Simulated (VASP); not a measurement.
Crystal: LaTe4.

```
CELL_PARAMETERS angstrom
3.59461 2.07535 3.97277
-3.59461 2.07535 3.97277
0.00000 -4.15070 3.97277
ATOMIC_POSITIONS crystal
La 0.04240 0.04240 0.04240
Te 0.05697 0.48621 0.05697
Te 0.05697 0.05697 0.48621
Te 0.48621 0.05697 0.05697
Te 0.42809 0.42809 0.42809
```

```yaml
Program: VASP 6.6.1
Task: relaxation of cell and atoms
Functional: PBE
Potentials_or_basis: VASP PAW PBE potentials, release 64 (La, Te)
Cutoff: 600 eV
k_mesh: 3 × 3 × 3
Occupations: gaussian, width 0.1 eV
Spin: no spin polarisation
```

At the start: pressure 15.6 GPa; volume 35.56 Å³/atom.

Task: How do energy, volume and symmetry change on relaxing?

Result: Over 38 steps the energy falls by 947.5 meV/atom and the volume is 39.60 Å³/atom (+11.4 %); space group R3m (No. 160, to 0.05 Å).

Step by step:
| step | energy change (eV) | largest force (eV/Å) | pressure (GPa) | volume (Å³) |
| --- | --- | --- | --- | --- |
| 1 | 0.0000 | 10.8593 | 15.58 | 177.82 |
| 2 | -1.9347 | 1.8549 | -2.52 | 281.09 |
| 3 | -3.4264 | 0.9574 | -0.60 | 220.93 |
| 4 | -3.4427 | 0.8290 | -0.35 | 218.86 |
| 5 | -3.4555 | 0.6022 | 0.20 | 214.87 |
| 6 | -3.4551 | 0.6149 | 0.10 | 215.66 |
| 7 | -3.5177 | 0.5318 | -0.31 | 217.08 |
| 8 | -3.6739 | 0.2950 | -1.40 | 221.00 |
| 9 | -3.7779 | 0.6007 | -2.79 | 227.34 |
| 10 | -3.7781 | 0.5485 | -2.55 | 225.95 |
| 11 | -3.8014 | 0.5747 | -2.53 | 225.20 |
| 12 | -3.8683 | 0.6522 | -2.47 | 222.91 |
| 13 | -3.9863 | 0.7899 | -2.20 | 218.06 |
| 14 | -4.1419 | 1.0481 | -0.99 | 207.42 |
| 15 | -3.5546 | 2.8980 | 6.29 | 182.99 |
| 16 | -4.1244 | 1.1840 | -0.50 | 205.25 |
| 17 | -4.2069 | 1.0777 | -0.48 | 203.21 |
| 18 | -4.3930 | 0.7994 | -0.14 | 196.97 |
| 19 | -4.3834 | 0.2927 | 2.45 | 184.02 |
| 20 | -4.4625 | 0.5338 | 0.69 | 191.20 |
| 21 | -4.4645 | 0.4483 | 0.96 | 189.82 |
| 22 | -4.5092 | 0.3162 | 0.01 | 193.90 |
| 23 | -4.5211 | 0.2013 | -0.91 | 198.46 |
| 24 | -4.5599 | 0.1165 | -0.78 | 197.09 |
| 25 | -4.6095 | 0.3327 | 0.12 | 192.80 |
| 26 | -4.6110 | 0.2472 | -0.13 | 193.71 |
| 27 | -4.6426 | 0.2791 | 0.12 | 192.18 |
| 28 | -4.6592 | 0.2989 | 0.54 | 190.21 |
| 29 | -4.6729 | 0.3249 | -0.25 | 194.43 |
| 30 | -4.6730 | 0.3259 | -0.28 | 194.61 |
| 31 | -4.6869 | 0.2997 | -0.20 | 194.66 |
| 32 | -4.7081 | 0.1917 | 0.17 | 194.77 |
| 33 | -4.7229 | 0.1609 | 0.04 | 196.34 |
| 34 | -4.7315 | 0.1428 | -0.14 | 198.67 |
| 35 | -4.7358 | 0.0871 | 0.17 | 197.07 |
| 36 | -4.7358 | 0.0808 | 0.20 | 196.91 |
| 37 | -4.7371 | 0.0163 | -0.10 | 198.47 |
| 38 | -4.7374 | 0.0181 | -0.03 | 198.01 |

Final structure:
```cif
data_structure
_symmetry_space_group_name_H-M 'P 1'
_symmetry_Int_Tables_number 1
_cell_length_a 6.5584
_cell_length_b 6.5584
_cell_length_c 6.5584
_cell_angle_alpha 59.676
_cell_angle_beta 59.676
_cell_angle_gamma 59.676
_cell_volume 198.01
loop_
_atom_site_label
_atom_site_type_symbol
_atom_site_fract_x
_atom_site_fract_y
_atom_site_fract_z
_atom_site_occupancy
La1 La 0.04861 0.04861 0.04861 1
Te1 Te 0.03687 0.56611 0.03687 1
Te2 Te 0.03687 0.03687 0.56611 1
Te3 Te 0.56611 0.03687 0.03687 1
Te4 Te 0.38219 0.38219 0.38219 1
```

Caveat: the k points lie up to 0.39 Å⁻¹ apart in the final cell.
